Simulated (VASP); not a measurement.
# Al (Fm-3m) in VASP: notebook

The runs below take Al through single point, relaxation of cell and atoms, with PBE.

Program: VASP 6.6.1. These are calculated values, not measurements. Logs are shortened: lines on timing, memory, paths and dates and some standing lists are left out, and cuts for length are marked.

## Step 1: The cell of the first run

It takes space group Fm-3m (No. 225, cubic). The conventional cell has a = 4.043 Å, b = 4.043 Å, c = 4.043 Å, α = 90.00°, β = 90.00°, γ = 90.00°. Within 3.8 Å of Al (site symmetry m-3m) lie 12 Al at 2.86 Å.

## Step 2: Single point, PBE

INCAR reads:

```
PREC     = Accurate       # precision mode
ENCUT    = 500            # plane-wave cutoff, eV
EDIFF    = 1E-6           # SCF threshold, eV
ISMEAR   = 0              # smearing method
SIGMA    = 0.1            # smearing width, eV
LREAL    = F              # projectors in reciprocal space
LASPH    = T              # aspherical terms in the spheres
NELM     = 120            # most SCF steps
ALGO     = Normal         # electronic algorithm
ISIF     = 2              # what is computed and relaxed
LWAVE    = F              # write WAVECAR
LCHARG   = F              # write CHGCAR
GGA      = PE             # functional
NBANDS   = 8              # bands
GGA_COMPAT= F
```

KPOINTS reads:

```
regular mesh
0
Gamma
  8 8 8
```

POSCAR reads:

```
Al
1.0
    0.0000000000      2.0213105221      2.0213105221
    2.0213105221      0.0000000000      2.0213105221
    2.0213105221      2.0213105221      0.0000000000
Al
1
Direct
    0.0000000000      0.0000000000      0.0000000000
```

Potentials or basis: VASP PAW PBE potentials, release 64 (Al).

Started as:

```
$ cat potpaw_PBE.64/Al/POTCAR > POTCAR
$ mpirun -np 1 vasp_std > vasp.out
```

OUTCAR:

```text
PREC = Accurate
   ENCUT = 500
   EDIFF = 1E-6
   ISMEAR = 0
   LREAL = F
   LASPH = T
   NELM = 120
   ISIF = 2
   GGA = PE

 ion  position               nearest neighbor table
   1  0.000  0.000  0.000-

  LATTYP: Found a face centered cubic cell.
 ALAT       =     4.0426210442

  Lattice vectors:

 A1 = (   0.0000000000,   2.0213105221,   2.0213105221)
 A2 = (   2.0213105221,   0.0000000000,   2.0213105221)
 A3 = (   2.0213105221,   2.0213105221,   0.0000000000)

Analysis of symmetry for initial positions (statically):
=====================================================================
 Subroutine PRICEL returns:
 Original cell was already a primitive cell.

 Routine SETGRP: Setting up the symmetry group for a
 face centered cubic supercell.

 Subroutine GETGRP returns: Found 48 space group operations
 (whereof 48 operations were pure point group operations)
 out of a pool of 48 trial point group operations.

The static configuration has the point symmetry O_h .

Analysis of symmetry for dynamics (positions and initial velocities):
=====================================================================
 Subroutine PRICEL returns:
 Original cell was already a primitive cell.

 Routine SETGRP: Setting up the symmetry group for a
 face centered cubic supercell.

 Subroutine GETGRP returns: Found 48 space group operations
 (whereof 48 operations were pure point group operations)
 out of a pool of 48 trial point group operations.

The dynamic configuration has the point symmetry O_h .

 Subroutine INISYM returns: Found 48 space group operations
 (whereof 48 operations are pure point group operations),
 and found     1 'primitive' translations

----------------------------------------------------------------------------------------

                                     Primitive cell

  volume of cell :      16.5169

  direct lattice vectors                    reciprocal lattice vectors
     0.000000000  2.021310522  2.021310522    -0.247364269  0.247364269  0.247364269
     2.021310522  0.000000000  2.021310522     0.247364269 -0.247364269  0.247364269
     2.021310522  2.021310522  0.000000000     0.247364269  0.247364269 -0.247364269

  length of vectors
     2.858564754  2.858564754  2.858564754     0.428447482  0.428447482  0.428447482

  position of ions in fractional coordinates (direct lattice)
     0.000000000  0.000000000  0.000000000

  ion indices of the primitive-cell ions
   primitive index   ion index
                 1           1

----------------------------------------------------------------------------------------

 KPOINTS: regular mesh

Automatic generation of k-mesh.
 Grid dimensions read from file:
 generate k-points for:    8    8    8

 Generating k-lattice:

  Cartesian coordinates                     Fractional coordinates (reciprocal lattice)
    -0.030920534  0.030920534  0.030920534     0.125000000  0.000000000  0.000000000
     0.030920534 -0.030920534  0.030920534     0.000000000  0.125000000  0.000000000
     0.030920534  0.030920534 -0.030920534     0.000000000  0.000000000  0.125000000

  Length of vectors
     0.053555935  0.053555935  0.053555935

  Shift w.r.t. Gamma in fractional coordinates (k-lattice)
     0.000000000  0.000000000  0.000000000

 Subroutine IBZKPT returns following result:
 ===========================================

 Found     29 irreducible k-points:

 Following reciprocal coordinates:
            Coordinates               Weight
  0.000000  0.000000  0.000000      1.000000
  0.125000  0.000000  0.000000      8.000000
  0.250000  0.000000  0.000000      8.000000
  0.375000  0.000000  0.000000      8.000000
  0.500000  0.000000  0.000000      4.000000
  0.125000  0.125000  0.000000      6.000000
[... 16 lines left out ...]
  0.500000  0.250000  0.125000     48.000000
 -0.375000  0.250000  0.125000     24.000000
 [... further k-points ...]
   k-points           NKPTS =     29   k-points in BZ     NKDIM =     29   number of bands    NBANDS=      8
   number of dos      NEDOS =    301   number of ions     NIONS =      1
   total plane-waves  NPLWV =  13824
   dimension x,y,z NGX =    24 NGY =   24 NGZ =   24
   dimension x,y,z NGXF=    48 NGYF=   48 NGZF=   48
   ions per type =               1
   NGX,Y,Z   is equivalent  to a cutoff of  13.96, 13.96, 13.96 a.u.
   NGXF,Y,Z  is equivalent  to a cutoff of  27.92, 27.92, 27.92 a.u.
 SYSTEM =  unknown system
   PREC   = accura    normal or accurate (medium, high low for compatibility)
   ISTART =      0    job   : 0-new  1-cont  2-samecut
   ICHARG =      2    charge: 1-file 2-atom 10-const
   ISPIN  =      1    spin polarized calculation?
   LNONCOLLINEAR =      F non collinear calculations
   LSORBIT =      F    spin-orbit coupling
   LASPH  =      T    aspherical Exc in radial PAW
   ENCUT  =  500.0 eV  36.75 Ry    6.06 a.u.   5.21  5.21  5.21*2*pi/ulx,y,z
   NELM   =    120;   NELMIN=  2; NELMDL= -5     # of ELM steps
   EDIFF  = 0.1E-05   stopping-criterion for ELM
   LREAL  =      F    real-space projection
   EDIFFG = 0.1E-04   stopping-criterion for IOM
   NSW    =      0    number of steps for IOM
   IBRION =     -1    ionic relax: 0-MD 1-quasi-New 2-CG
   NFREE  =      0    steps in history (QN), initial steepest desc. (CG)
   ISIF   =      2    stress and relaxation
   ISYM   =      2    0-nonsym 1-usesym 2-fastsym
   POTIM  = 0.5000    time-step for ionic-motion
   TEBEG  =    0.0;   TEEND  =   0.0 temperature during run
   PSTRESS=    0.0 pullay stress
   NELECT =       3.0000    total number of electrons
   NUPDOWN=      -1.0000    fix difference up-down
   EMIN   =  10.00;   EMAX   =-10.00  energy-range for DOS
   EFERMI =   0.00;   METHOD = LEGACY
   ISMEAR =     0;   SIGMA  =   0.10  broadening in eV -4-tet -1-fermi 0-gaus
   EFERMI_NEDOS =   21; number of points for ismear=-14 and -15
   IALGO  =     38    algorithm
   IMIX   =      4    mixing-type and parameters
     AMIX     =   0.40;   BMIX     =  1.00
     AMIX_MAG =   1.60;   BMIX_MAG =  1.00
  volume/ion in A,a.u.               =      16.52       111.46
  Fermi-wavevector in a.u.,A,eV,Ry     =   0.927126  1.752015 11.695066  0.859563
  Thomas-Fermi vector in A             =   2.053163
   LORBIT       =      0    0 simple, 1 ext, 2 COOP (PROOUT), +10 PAW based schemes
   GGA     = PE    functional components
   LHFCALC =     F    Hartree Fock is set to
   AEXX    =    0.0000 exact exchange contribution
   IVDW    =     0    specifies the selected vdW correction
   LEPSILON=     F    determine dielectric tensor
   LRPA    =     F    only Hartree local field effects (RPA)
 non-spin polarized calculation
 Gauss-broadening in eV      SIGMA  =   0.10
  energy-cutoff  :      500.00
  volume of cell :       16.52
 maximum number of plane-waves:       444
 NGX is ok and might be reduce to    24
   NGX = 11   NGY = 11   NGZ = 11

 number of electron       3.0000000 magnetization

 Free energy of the ion-electron system (eV)
  ---------------------------------------------------
  ext. energy  EPLUGINS =         0.00000000
  ---------------------------------------------------
  free energy    TOTEN  =        -3.74156989 eV

  energy without entropy =       -3.73844741  energy(sigma->0) =       -3.74000865

 E-fermi :   8.0492     XC(G=0): -10.1918

 val. band max:        7.6667277243   @ k =  -0.2500   0.3750   0.1250
 cond. band min:       8.1260211279   @ k =   0.5000   0.2500   0.1250
 fundamental gap:      0.4592934036
 Fermi energy:         8.0492033308

 k-point     1 :       0.0000    0.0000    0.0000
  band No.  band energies     occupation
      1      -3.1366      2.00000
      2      20.6047      0.00000
      3      20.6047      0.00000
      4      20.6047      0.00000
      5      22.0891      0.00000
      6      22.0891      0.00000
      7      22.0891      0.00000
      8      24.4506      0.00000

 k-point     2 :       0.1250    0.0000    0.0000
  band No.  band energies     occupation
      1      -2.7126      2.00000
      2      16.3017      0.00000
      3      19.6583      0.00000
      4      19.6583      0.00000
      5      22.6980      0.00000
      6      23.6334      0.00000
      7      23.6334      0.00000
      8      25.6460      0.00000

 k-point     3 :       0.2500    0.0000    0.0000
  band No.  band energies     occupation
      1      -1.4482      2.00000
      2      11.4282      0.00000
      3      18.8916      0.00000
      4      18.8916      0.00000
      5      22.3369      0.00000
      6      22.7389      0.00000
      7      22.7389      0.00000
      8      26.7400      0.00000

 k-point     4 :       0.3750    0.0000    0.0000
  band No.  band energies     occupation
      1       0.6349      2.00000
      2       7.1246      2.00000
      3      18.8003      0.00000
      4      18.8003      0.00000
      5      20.7482      0.00000
      6      20.7482      0.00000
      7      22.4082      0.00000
      8      24.6772      0.00000

 k-point     5 :       0.5000    0.0000    0.0000
  band No.  band energies     occupation
      1       3.4014      2.00000
      2       3.6130      2.00000
      3      19.3908      0.00000
      4      19.3908      0.00000
      5      19.4463      0.00000
      6      19.4463      0.00000
      7      23.1097      0.00000
      8      23.2601      0.00000

 k-point     6 :       0.1250    0.1250    0.0000
  band No.  band energies     occupation
      1      -2.5716      2.00000
      2      17.8975      0.00000
      3      17.8975      0.00000
      4      18.1415      0.00000
      5      20.9353      0.00000
      6      22.6198      0.00000
      7      25.6009      0.00000
      8      25.6009      0.00000

 k-point     7 :       0.2500    0.1250    0.0000
  band No.  band energies     occupation
      1      -1.5881      2.00000
      2      13.2893      0.00000
      3      16.8320      0.00000
      4      18.3476      0.00000
      5      19.5909      0.00000
      6      22.1292      0.00000
      7      26.0347      0.00000
      8      26.1905      0.00000
[... 133 lines left out ...]
 k-point    20 :      -0.3750    0.3750    0.0000
  band No.  band energies     occupation
      1       6.1071      2.00000
      2       6.6317      2.00000
      3       7.5917      2.00000
      4      14.5502      0.00000
      5      16.1912      0.00000
      6      23.6666      0.00000
      7      29.7773      0.00000
      8      30.1550      0.00000

 k-point    21 :       0.5000    0.5000    0.0000
  band No.  band energies     occupation
      1       5.0699      2.00000
      2       6.3897      2.00000
      3      13.2491      0.00000
      4      13.5806      0.00000
      5      13.5806      0.00000
      6      17.0494      0.00000
      7      33.3821      0.00000
      8      34.8923      0.00000

 k-point    22 :       0.3750    0.2500    0.1250
  band No.  band energies     occupation
      1      -0.3337      2.00000
      2      11.8375      0.00000
      3      13.2458      0.00000
      4      16.7675      0.00000
      5      20.1255      0.00000
      6      21.9095      0.00000
      7      24.9308      0.00000
      8      28.2712      0.00000

 k-point    23 :       0.5000    0.2500    0.1250
  band No.  band energies     occupation
      1       1.7318      2.00000
      2       8.1260      0.27732
      3      12.5667      0.00000
      4      14.6303      0.00000
      5      20.7552      0.00000
      6      22.8470      0.00000
      7      24.9835      0.00000
      8      28.9521      0.00000

 k-point    24 :      -0.3750    0.2500    0.1250
  band No.  band energies     occupation
      1       4.4472      2.00000
      2       4.7051      2.00000
      3      12.9590      0.00000
      4      13.4393      0.00000
      5      21.2841      0.00000
      6      21.7114      0.00000
      7      28.2906      0.00000
      8      28.5919      0.00000

 [... further k-points ...]
[... 5 lines left out ...]
  --------------------------------------------------------------------------------------
  -------------------------------------------------------------------------------------
  Total       -0.0046172     -0.0046172     -0.0046172     -0.0000000     -0.0000000      0.0000000
  in kB       -0.4478748     -0.4478748     -0.4478748     -0.0000000     -0.0000000      0.0000000
  external PRESSURE =      -0.4478748 kB  Pullay stress =       0.0000000 kB

 VOLUME and BASIS-vectors are now :
 -----------------------------------------------------------------------------
  energy-cutoff  :      500.00
  volume of cell :       16.52
      direct lattice vectors                 reciprocal lattice vectors
     0.000000000  2.021310522  2.021310522    -0.247364269  0.247364269  0.247364269
     2.021310522  0.000000000  2.021310522     0.247364269 -0.247364269  0.247364269
     2.021310522  2.021310522  0.000000000     0.247364269  0.247364269 -0.247364269

 POSITION                                       TOTAL-FORCE (eV/Angst)
 -----------------------------------------------------------------------------------
      0.00000      0.00000      0.00000         0.000000      0.000000     -0.000000
 -----------------------------------------------------------------------------------
    total drift:                                0.000000     -0.000000     -0.000000

  FREE ENERGIE OF THE ION-ELECTRON SYSTEM (eV)
  ---------------------------------------------------
  free  energy   TOTEN  =        -3.7415698862 eV

  energy  without entropy=       -3.7384474101  energy(sigma->0) =       -3.74000865
```

Run time: 9.2 s. Hardware: 1 thread of AMD EPYC 7R13, shared host; peak memory 0.1 GiB.

Results:

* Free energy: -3.7416 eV
* Pressure: 0.0 GPa

Levels at points of the mesh, in eV from the Fermi level:
```
           k point  band 1  band 2  band 3  band 4  band 5
(0.00, 0.00, 0.00)  -11.19   12.56   12.56   12.56   14.04
(0.50, 0.00, 0.00)   -4.65   -4.44   11.34   11.34   11.40
(0.50, 0.50, 0.00)   -2.98   -1.66    5.20    5.53    5.53
```

## Step 3: Relaxation of cell and atoms, PBE

This run uses another cell than the first one, of 16.61 Å³/atom, 1.005 times its volume.

INCAR reads:

```
SYSTEM = Al
PREC = Accurate
ENCUT = 500
EDIFF = 1E-7
ISMEAR = 0
SIGMA = 0.1
LREAL = .False.
LASPH = .True.
NELM = 120
ALGO = Normal
ISIF = 3
LWAVE = .False.
LCHARG = .False.
GGA = PE
IBRION = 2
NSW = 60
EDIFFG = -0.005
GGA_COMPAT = .False.
NELMIN = 4
```

KPOINTS reads:

```
regular mesh
0
Gamma
  8 8 8
  0 0 0
```

POSCAR reads:

```
Al
1.0
    0.0000000000      2.0250000000      2.0250000000
    2.0250000000      0.0000000000      2.0250000000
    2.0250000000      2.0250000000      0.0000000000
Al
1
Direct
    0.0000000000      0.0000000000      0.0000000000
```

Potentials or basis: VASP PAW PBE potentials, release 64 (Al).

Started as:

```
$ cat potpaw_PBE.64/Al/POTCAR > POTCAR
$ mpirun -np 1 vasp_std > vasp.out
```

Wall time 18 s (1 thread of AMD EPYC 7R13, shared host); peak memory 0.1 GiB.

Results (log left out):

* Free energy: -3.7416 eV
* Relaxed volume: 16.51 Å³/atom
* Relaxed cell: a = 2.858 Å, b = 2.858 Å, c = 2.858 Å, α = 60.00°, β = 60.00°, γ = 60.00°
* Space group after relaxing (to 0.05 Å): Fm-3m (No. 225)
* Energy gained by relaxing: 0.2 meV/atom
* Ionic steps: 3
* Pressure after relaxing: 0.0 GPa

The path:
| step | energy change (eV) | largest force (eV/Å) | pressure (GPa) | volume (Å³) |
| --- | --- | --- | --- | --- |
| 1 | 0.0000 | 0.0000 | -0.48 | 16.61 |
| 2 | -0.0001 | 0.0000 | 0.10 | 16.49 |
| 3 | -0.0002 | 0.0000 | 0.00 | 16.51 |

Final structure:
```
CELL_PARAMETERS angstrom
0.00000 2.02092 2.02092
2.02092 0.00000 2.02092
2.02092 2.02092 0.00000
ATOMIC_POSITIONS crystal
Al 0.00000 0.00000 0.00000
```

Levels at points of the mesh, in eV from the Fermi level:
| k point | band 1 | band 2 | band 3 | band 4 | band 5 |
| --- | --- | --- | --- | --- | --- |
| (0.00, 0.00, 0.00) | -11.19 | 12.56 | 12.56 | 12.56 | 14.05 |
| (0.50, 0.00, 0.00) | -4.65 | -4.44 | 11.35 | 11.35 | 11.40 |
| (0.50, 0.50, 0.00) | -2.98 | -1.66 | 5.20 | 5.53 | 5.53 |
